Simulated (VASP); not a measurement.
# CdI2 (P-3m1) in VASP: notebook, part 3 of 3

VASP 6.6.1. Earlier steps stand in the parts before.

## (6) Relaxation of shape and atoms at fixed volume, PBE+D3(BJ) (36.54 Å³/atom)

This run uses another cell than the first one, of 36.54 Å³/atom.

Contents of INCAR:

```
ALGO = Normal ; EDIFF = 1E-7
EDIFFG = -0.01 ; ENCUT = 500
GGA = PE ; GGA_COMPAT = F
IBRION = 2 ; ISIF = 4
ISMEAR = 0 ; IVDW = 12
LASPH = T ; LCHARG = F
LREAL = F ; LWAVE = F
NELM = 120 ; NELMIN = 4
NSW = 50 ; PREC = Accurate
SIGMA = 0.02
```

Contents of KPOINTS:

```
k-points
0
Gamma
  6 6 4
```

Contents of POSCAR:

```
CdI2
1.0
    4.2818965847      0.0000000000      0.0000000000
   -2.1409482924      3.7082312188      0.0000000000
    0.0000000000      0.0000000000      6.9037885123
Cd I
1 2
Direct
    0.0000000000      0.0000000000      0.0000000000
    0.3333333333      0.6666666667      0.2532255763
    0.6666666667      0.3333333333      0.7467744237
```

Potentials or basis: VASP PAW PBE potentials, release 64 (Cd, I).

Run with:

```sh
$ cat potpaw_PBE.64/Cd/POTCAR potpaw_PBE.64/I/POTCAR > POTCAR
$ mpirun -np 1 vasp_std > vasp.out
```

OUTCAR:

```text
EDIFF = 1E-7
   EDIFFG = -0.01
   ENCUT = 500
   GGA = PE
   IBRION = 2
   ISIF = 4
   ISMEAR = 0
   IVDW = 12
   LASPH = T
   LREAL = F
   NELM = 120
   NELMIN = 4
   NSW = 50
   PREC = Accurate
 IVDW          = 12

 ion  position               nearest neighbor table
   1  0.000  0.000  0.000-   2 3.03   3 3.03   3 3.03   2 3.03   3 3.03   2 3.03
   2  0.333  0.667  0.253-   1 3.03   1 3.03   1 3.03
   3  0.667  0.333  0.747-   1 3.03   1 3.03   1 3.03

  LATTYP: Found a hexagonal cell.
 ALAT       =     4.2818965847
 C/A-ratio  =     1.6123202361

  Lattice vectors:

 A1 = (   4.2818965847,   0.0000000000,   0.0000000000)
 A2 = (  -2.1409482924,   3.7082312188,   0.0000000000)
 A3 = (   0.0000000000,   0.0000000000,   6.9037885123)

Analysis of symmetry for initial positions (statically):
=====================================================================
 Subroutine PRICEL returns:
 Original cell was already a primitive cell.

 Routine SETGRP: Setting up the symmetry group for a
 hexagonal supercell.

 Subroutine GETGRP returns: Found 12 space group operations
 (whereof 12 operations were pure point group operations)
 out of a pool of 24 trial point group operations.

The static configuration has the point symmetry D_3d.

Analysis of symmetry for dynamics (positions and initial velocities):
=====================================================================
 Subroutine PRICEL returns:
 Original cell was already a primitive cell.

 Routine SETGRP: Setting up the symmetry group for a
 hexagonal supercell.

 Subroutine GETGRP returns: Found 12 space group operations
 (whereof 12 operations were pure point group operations)
 out of a pool of 24 trial point group operations.

The dynamic configuration has the point symmetry D_3d.

 Subroutine INISYM returns: Found 12 space group operations
 (whereof 12 operations are pure point group operations),
 and found     1 'primitive' translations

----------------------------------------------------------------------------------------
[... 91 lines left out ...]
   LASPH  =      T    aspherical Exc in radial PAW
   ENCUT  =  500.0 eV  36.75 Ry    6.06 a.u.   7.81  7.81 12.59*2*pi/ulx,y,z
   NELM   =    120;   NELMIN=  4; NELMDL= -5     # of ELM steps
   EDIFF  = 0.1E-06   stopping-criterion for ELM
   LREAL  =      F    real-space projection
   EDIFFG = -.1E-01   stopping-criterion for IOM
   NSW    =     50    number of steps for IOM
   IBRION =      2    ionic relax: 0-MD 1-quasi-New 2-CG
   NFREE  =      1    steps in history (QN), initial steepest desc. (CG)
   ISIF   =      4    stress and relaxation
   ISYM   =      2    0-nonsym 1-usesym 2-fastsym
   POTIM  = 0.5000    time-step for ionic-motion
   TEBEG  =    0.0;   TEEND  =   0.0 temperature during run
   PSTRESS=    0.0 pullay stress
   NELECT =      26.0000    total number of electrons
   NUPDOWN=      -1.0000    fix difference up-down
   EMIN   =  10.00;   EMAX   =-10.00  energy-range for DOS
   EFERMI =   0.00;   METHOD = LEGACY
   ISMEAR =     0;   SIGMA  =   0.02  broadening in eV -4-tet -1-fermi 0-gaus
   EFERMI_NEDOS =   21; number of points for ismear=-14 and -15
   IALGO  =     38    algorithm
   IMIX   =      4    mixing-type and parameters
     AMIX     =   0.40;   BMIX     =  1.00
     AMIX_MAG =   1.60;   BMIX_MAG =  1.00
  volume/ion in A,a.u.               =      36.54       246.58
  Fermi-wavevector in a.u.,A,eV,Ry     =   1.013373  1.914996 13.972148  1.026924
  Thomas-Fermi vector in A             =   2.146537
   LORBIT       =      0    0 simple, 1 ext, 2 COOP (PROOUT), +10 PAW based schemes
   GGA     = PE    functional components
   LHFCALC =     F    Hartree Fock is set to
   AEXX    =    0.0000 exact exchange contribution
   IVDW    =    12    specifies the selected vdW correction
   LEPSILON=     F    determine dielectric tensor
   LRPA    =     F    only Hartree local field effects (RPA)
 conjugate gradient relaxation of ions
 non-spin polarized calculation
 Gauss-broadening in eV      SIGMA  =   0.02
  energy-cutoff  :      500.00
  volume of cell :      109.62
 maximum number of plane-waves:      2814
 NGX is ok and might be reduce to    32
   NGX = 15   NGY = 15   NGZ = 25

--------------------------------------- Ionic step        1  -------------------------------------------

 number of electron      26.0000005 magnetization

 Free energy of the ion-electron system (eV)
  ---------------------------------------------------
  ext. energy  EPLUGINS =         0.00000000
  ---------------------------------------------------
  free energy    TOTEN  =        -5.50678434 eV

  energy without entropy =       -5.50678434  energy(sigma->0) =       -5.50678434

------------------------ aborting loop because EDIFF is reached ----------------------------------------

 Edisp (eV)   -0.97222

 E8    (eV) :    -0.4358
[... 196 lines left out ...]
--------------------------------------- Ionic step        6  -------------------------------------------

 number of electron      26.0000003 magnetization

 Free energy of the ion-electron system (eV)
  ---------------------------------------------------
  ext. energy  EPLUGINS =         0.00000000
  ---------------------------------------------------
  free energy    TOTEN  =        -5.50988923 eV

  energy without entropy =       -5.50988923  energy(sigma->0) =       -5.50988923

 E-fermi :   1.8740     XC(G=0):  -8.4609

 val. band max:        1.7888563021   @ k =   0.1667   0.0000   0.2500
 cond. band min:       4.1378988621   @ k =   0.5000   0.0000   0.5000
 fundamental gap:      2.3490425599
 Fermi energy:         1.8739861528

 k-point     1 :       0.0000    0.0000    0.0000
  band No.  band energies     occupation
      1     -10.2212      2.00000
      2      -9.5651      2.00000
      3      -5.7537      2.00000
      4      -5.7537      2.00000
      5      -5.6437      2.00000
      6      -5.5684      2.00000
[... 503 lines left out ...]
  FREE ENERGIE OF THE ION-ELECTRON SYSTEM (eV)
  ---------------------------------------------------
  free  energy   TOTEN  =        -6.4826664505 eV

  energy  without entropy=       -6.4826664505  energy(sigma->0) =       -6.48266645

 reached required accuracy - stopping structural energy minimisation
```

Run time: 1.7 min. Hardware: 1 thread of Intel Xeon Platinum 8488C (Sapphire Rapids), shared host; peak memory 0.25 GiB.

Results:

* Free energy: -6.4827 eV
* Energy gained by relaxing: 1.2 meV/atom
* Ionic steps: 6
* Pressure after relaxing: -0.4 GPa
* Band gap on the k mesh: 2.35 eV (least direct gap 2.55 eV)
* Dispersion energy per atom: -0.324 eV

The path:
| step | energy change (eV) | largest force (eV/Å) | pressure (GPa) | volume (Å³) |
| --- | --- | --- | --- | --- |
| 1 | 0.0000 | 0.1295 | -0.82 | 109.62 |
| 2 | -0.0014 | 0.0966 | -0.73 | 109.62 |
| 3 | -0.0031 | 0.0189 | -0.51 | 109.62 |
| 4 | -0.0031 | 0.0035 | -0.47 | 109.62 |
| 5 | -0.0034 | 0.0020 | -0.44 | 109.62 |
| 6 | -0.0037 | 0.0010 | -0.38 | 109.62 |

Final structure:
```xyz
3
Lattice="4.2689 0.0000 0.0000 -2.1344 3.6970 0.0000 0.0000 0.0000 6.9459" Properties=species:S:1:pos:R:3 pbc="T T T"
Cd    0.0000    0.0000    0.0000
I     0.0000    2.4646    1.7298
I     2.1344    1.2323    5.2161
```

Levels at points of the mesh, in eV from the valence-band top:
```tsv
k point	band 10	band 11	band 12	band 13	band 14	band 15	band 16	band 17
(0.00, 0.00, 0.00)	-0.27	-0.14	-0.14	-0.14	2.42	4.50	6.34	6.34
(0.50, 0.00, 0.00)	-1.90	-1.44	-0.67	-0.12	2.63	5.01	5.98	6.51
(0.00, 0.00, 0.50)	-0.39	-0.39	0.00	0.00	3.51	4.52	6.15	6.15
(0.50, 0.00, 0.50)	-1.25	-1.18	-0.48	-0.42	2.35	4.95	5.85	6.63
```

Caveat: spin-orbit coupling is left out, which moves the levels of the heavy elements.

## (7) Summary

```tsv
task	cell	gap on the mesh (eV)	pressure (GPa)	relaxed volume (Å³/atom)
relaxation of shape and atoms at fixed volume	relaxed from a = 4.133, b = 4.133, c = 6.545 Å, angles 90.0, 90.0, 120.0°, 3 atoms, atomic positions A	2.28	2.4	-
relaxation of shape and atoms at fixed volume	relaxed from a = 4.167, b = 4.167, c = 6.653 Å, angles 90.0, 90.0, 120.0°, 3 atoms, atomic positions B	2.31	1.4	-
relaxation of shape and atoms at fixed volume	relaxed from a = 4.197, b = 4.197, c = 6.767 Å, angles 90.0, 90.0, 120.0°, 3 atoms, atomic positions C	2.33	0.6	-
relaxation of cell and atoms	relaxed from a = 4.244, b = 4.244, c = 6.859 Å, angles 90.0, 90.0, 120.0°, 3 atoms, atomic positions D	2.34	0.0	35.54
relaxation of shape and atoms at fixed volume	relaxed from a = 4.282, b = 4.282, c = 6.904 Å, angles 90.0, 90.0, 120.0°, 3 atoms, atomic positions C	2.35	-0.4	36.54
```

Alike in all rows: level PBE+D3(BJ); potentials or basis VASP PAW PBE potentials, release 64 (Cd, I); no spin polarisation; k mesh 6 × 6 × 4; cutoff (eV) 500; smearing gaussian 0.02 eV.

Caveats: spin-orbit coupling is left out, which moves the levels of the heavy elements.

Absolute energies hang on the potentials; compare differences alone.
